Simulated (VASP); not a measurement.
# Fe (Im-3m) in VASP: a series of runs, part 2 of 2

VASP 6.6.1. Earlier steps stand in the parts before.

### Step 5. Single point, PBE, collinear spin, ferromagnetic start (equal strain along all axes, cell held: -1.5 %)

INCAR

```
PREC     = Accurate       # precision mode
ENCUT    = 520            # plane-wave cutoff, eV
EDIFF    = 1E-7           # SCF threshold, eV
ISMEAR   = 0              # smearing method
SIGMA    = 0.1            # smearing width, eV
LREAL    = False          # projectors in reciprocal space
LASPH    = True           # aspherical terms in the spheres
NELM     = 150            # most SCF steps
ALGO     = Normal         # electronic algorithm
ISIF     = 2              # what is computed and relaxed
LWAVE    = False          # write WAVECAR
LCHARG   = False          # write CHGCAR
ISPIN    = 2              # spin polarisation
MAGMOM   = 2.44 2.44      # initial moments
LORBIT   = 11             # projections on sites
LMAXMIX  = 4              # l up to which the mixer works
GGA      = PE             # functional
NBANDS   = 19             # bands
```

KPOINTS

```
regular mesh
0
Gamma
  14 14 14
```

POSCAR

```
Fe
1.0
    2.7892110244      0.0000000000      0.0000000000
    0.0000000000      2.7892110244      0.0000000000
    0.0000000000      0.0000000000      2.7892110244
Fe
2
Direct
    0.0000000000      0.0000000000      0.0000000000
    0.5000000000      0.5000000000      0.5000000000
```

Run with:

```
$ cat potpaw_PBE.64/Fe/POTCAR > POTCAR
$ mpirun -np 1 vasp_std > vasp.out
```

It took 30 s on 1 thread of Intel Xeon 6975P-C (Granite Rapids), shared host; peak memory 0.2 GiB.

It converged, with:

| Property | Result |
| --- | --- |
| Free energy | -16.4649 eV |
| Pressure | 9.5 GPa |
| Net moment | 4.23 μB per cell |
| Site moments | Fe +2.10 μB |
| Valence electrons inside the program's atomic spheres | Fe 7.37 |

Levels at points of the mesh, in eV from the Fermi level:
Spin up:
```csv
k point,band 8,band 9,band 10,band 11,band 12,band 13
"(0.00, 0.00, 0.00)",-1.11,0.19,0.19,0.19,10.25,10.25
"(0.50, 0.00, 0.00)",-1.93,-1.13,-1.13,0.29,0.29,17.69
"(0.50, 0.50, 0.00)",-0.90,0.48,0.48,0.48,0.48,7.77
"(0.50, 0.50, 0.50)",-0.86,-0.86,-0.86,8.95,8.95,8.95
```
Spin down:
| k point | band 3 | band 4 | band 5 | band 6 | band 7 | band 8 | band 9 | band 10 |
| --- | --- | --- | --- | --- | --- | --- | --- | --- |
| (0.00, 0.00, 0.00) | -3.37 | -0.58 | -0.58 | -0.58 | 1.59 | 1.59 | 2.28 | 2.28 |
| (0.50, 0.00, 0.00) | -0.99 | -0.99 | -0.17 | -0.17 | -0.17 | -0.17 | 0.81 | 0.81 |
| (0.50, 0.50, 0.00) | -1.94 | -1.94 | 0.62 | 0.62 | 1.44 | 1.44 | 1.87 | 1.87 |
| (0.50, 0.50, 0.50) | -2.07 | -2.07 | -2.07 | -2.07 | 1.92 | 1.92 | 1.92 | 1.92 |

Caveat: the cell differs from its parent crystal (equal strain along all axes, cell held: -1.5 %).

### Step 6. Single point, PBE, collinear spin, ferromagnetic start (equal strain along all axes, cell held: +1.5 %)

INCAR

```
SYSTEM = Fe
ALGO     = Normal         ! electronic algorithm
EDIFF    = 1E-7           ! SCF threshold, eV
ENCUT    = 520            ! plane-wave cutoff, eV
GGA      = PE             ! functional
ISIF     = 2              ! what is computed and relaxed
ISMEAR   = 0              ! smearing method
ISPIN    = 2              ! spin polarisation
LASPH    = .True.         ! aspherical terms in the spheres
LCHARG   = .False.        ! write CHGCAR
LMAXMIX  = 4              ! l up to which the mixer works
LORBIT   = 11             ! projections on sites
LREAL    = .False.        ! projectors in reciprocal space
LWAVE    = .False.        ! write WAVECAR
MAGMOM   = 2.44 2.44      ! initial moments
NBANDS   = 19             ! bands
NELM     = 150            ! most SCF steps
PREC     = Accurate       ! precision mode
SIGMA    = 0.1            ! smearing width, eV
```

KPOINTS

```
k-points
0
Gamma
  14 14 14
  0 0 0
```

POSCAR

```
Fe
1.0
    2.8741616140      0.0000000000      0.0000000000
    0.0000000000      2.8741616140      0.0000000000
    0.0000000000      0.0000000000      2.8741616140
Fe
2
Direct
    0.0000000000      0.0000000000      0.0000000000
    0.5000000000      0.5000000000      0.5000000000
```

Potentials or basis: VASP PAW PBE potentials, release 64 (Fe).

Run with:

```
$ cat potpaw_PBE.64/Fe/POTCAR > POTCAR
$ mpirun -np 1 vasp_std > vasp.out
```

It took 47 s on 1 thread of Intel Xeon Platinum 8488C (Sapphire Rapids), shared host; peak memory 0.2 GiB.

It converged, with:

| Item | Value |
| --- | --- |
| Free energy | -16.4661 eV |
| Pressure | -7.7 GPa |
| Net moment | 4.52 μB per cell |
| Site moments | Fe +2.27 μB |
| Valence electrons inside the program's atomic spheres | Fe 7.18 |

Levels at points of the mesh, in eV from the Fermi level:
Spin up:
| k point | band 6 | band 7 | band 8 | band 9 | band 10 | band 11 | band 12 | band 13 | band 14 | band 15 |
| --- | --- | --- | --- | --- | --- | --- | --- | --- | --- | --- |
| (0.00, 0.00, 0.00) | -2.20 | -1.07 | -1.07 | 0.06 | 0.06 | 0.06 | 9.66 | 9.66 | 9.66 | 15.23 |
| (0.50, 0.00, 0.00) | -1.78 | -1.78 | -1.78 | -1.09 | -1.09 | 0.16 | 0.16 | 16.55 | 16.55 | 16.55 |
| (0.50, 0.50, 0.00) | -1.01 | -0.90 | -0.90 | 0.31 | 0.31 | 0.56 | 0.56 | 6.99 | 6.99 | 18.02 |
| (0.50, 0.50, 0.50) | -3.07 | -0.87 | -0.87 | -0.87 | -0.87 | 8.36 | 8.36 | 8.36 | 8.36 | 8.36 |
Spin down:
| k point | band 3 | band 4 | band 5 | band 6 | band 7 | band 8 | band 9 | band 10 |
| --- | --- | --- | --- | --- | --- | --- | --- | --- |
| (0.00, 0.00, 0.00) | -2.70 | -0.22 | -0.22 | -0.22 | 1.73 | 1.73 | 2.32 | 2.33 |
| (0.50, 0.00, 0.00) | -0.56 | -0.56 | 0.14 | 0.14 | 0.14 | 0.14 | 1.02 | 1.02 |
| (0.50, 0.50, 0.00) | -1.43 | -1.43 | 0.65 | 0.65 | 1.59 | 1.59 | 1.97 | 1.97 |
| (0.50, 0.50, 0.50) | -1.62 | -1.62 | -1.62 | -1.62 | 2.01 | 2.01 | 2.01 | 2.01 |

Caveat: the cell differs from its parent crystal (equal strain along all axes, cell held: +1.5 %).

### Step 7. Overview

| cell | gap on the mesh (eV) | pressure (GPa) | moment (μB) |
| --- | --- | --- | --- |
| a = 2.832 Å, 2 atoms | none | -0.1 | 4.38 |
| a = 2.704 Å, 2 atoms | none | 37.4 | 3.96 |
| a = 2.747 Å, 2 atoms | none | 21.9 | 4.11 |
| a = 2.789 Å, 2 atoms | none | 9.5 | 4.23 |
| a = 2.874 Å, 2 atoms | none | -7.7 | 4.52 |

Alike in all rows: task single point; level PBE; potentials or basis VASP PAW PBE potentials, release 64 (Fe); spin collinear, ferromagnetic start; k mesh 14 × 14 × 14; cutoff (eV) 520; smearing gaussian 0.1 eV.

Absolute energies hang on the potentials; compare differences alone.
